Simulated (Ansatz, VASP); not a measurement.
# One calculation of GaN, two programs

The input INCAR:

```
SYSTEM = GaN
PREC = Accurate ; ENCUT = 520
EDIFF = 1E-7 ; ISMEAR = -1
SIGMA = 0.1 ; LREAL = .FALSE.
LASPH = .TRUE. ; NELM = 60
ALGO = Normal ; ISIF = 2
LWAVE = .FALSE. ; LCHARG = .FALSE.
GGA = PE ; NBANDS = 16
```

File KPOINTS:

```
regular mesh
0
G
  15 15 15
  0 0 0
```

Contents of POSCAR:

```
GaN
1.0
    0.0000000000      2.0452898782      2.0452898782
    2.0452898782      0.0000000000      2.0452898782
    2.0452898782      2.0452898782      0.0000000000
Ga N
1 1
Direct
    0.0000000000      0.0000000000      0.0000000000
    0.5000000000      0.5000000000      0.5000000000
```

Input for Ansatz:

```yaml
crystal:
  lattice:
    - [0.0, 2.0452898782, 2.0452898782]
    - [2.0452898782, 0.0, 2.0452898782]
    - [2.0452898782, 2.0452898782, 0.0]
  atoms:
    - { symbol: Ga, position: [0.0, 0.0, 0.0] }
    - { symbol: "N", position: [0.5, 0.5, 0.5] }
kpoints:
  mp_grid: { grid: [15, 15, 15] }
scf:
  occupations: { method: fermi_dirac, width: 0.1 }
hamiltonian:
  xc: pbe
  pseudopotentials: { kind: all_electron, lapw: { basis_error: 0.001 } }
output:
  forces: true
  stress: true
  eigenvalues: true
  populations: true
```

Change from the starting cell: volume scaled by 0.88, LAPW.

Alike in both runs: task single point; functional PBE; k mesh 15 × 15 × 15; occupations fermi-dirac, width 0.1 eV; no spin polarisation.

```csv
,VASP,Ansatz
version,VASP 6.6.1,Ansatz 0.2.0
potentials or method,"VASP PAW PBE potentials, release 64 (Ga_d, N), cutoff 520 eV","all-electron LAPW, scalar-relativistic"
```

Ansatz gave:

```
pressure (GPa) : 35.9
```

Q: What did VASP give for the same quantities?

A: Pressure (GPa): 36.9.

Both programs put the cell under a high pressure, so it lies far from rest at this level. Ansatz ran all-electron here, and VASP with PAW potentials.
